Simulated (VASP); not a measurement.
Zr2N, 6 atoms in the cell. Symmetry: P4_2/mnm, No. 136, tetragonal system. The conventional cell has a = 5.295 Å, b = 5.295 Å, c = 3.231 Å, α = 90.00°, β = 90.00°, γ = 90.00°. Within 2.9 Å of Zr (site symmetry m2m) lie 3 N at 2.21 to 2.23 Å. Within 2.9 Å of N (site symmetry mmm) lie 6 Zr at 2.21 to 2.23 Å. 

| Item | Value |
| --- | --- |
| Program | VASP 6.6.1 |
| Task | single point |
| Functional | LDA |
| Potentials or basis | VASP PAW LDA potentials, release 64 (Zr_sv, N) |
| Cutoff | 520 eV |
| k mesh | 8 × 8 × 12 |
| Occupations | fermi-dirac, width 0.15 eV |
| Spin | no spin polarisation |
| Dipole correction | no |
| Further INCAR settings | ALGO = Normal; EDIFF = 1e-06; NBANDS = 38 |

Potentials or basis: VASP PAW LDA potentials, release 64 (Zr_sv, N).

Command:

```console
$ cat potpaw_LDA.64/Zr_sv/POTCAR potpaw_LDA.64/N/POTCAR > POTCAR
$ mpirun -np 1 vasp_std > vasp.out
```

Hardware: 1 thread of Intel(R) Xeon(R) Platinum 8488C (Sapphire Rapids), on a shared host.

Task: How long does it take, and how much memory?

Result: It took 2.7 min on 1 thread of Intel(R) Xeon(R) Platinum 8488C (Sapphire Rapids) (shared host), peak memory 0.36 GiB. Counts: scf iterations 14, k points 105.
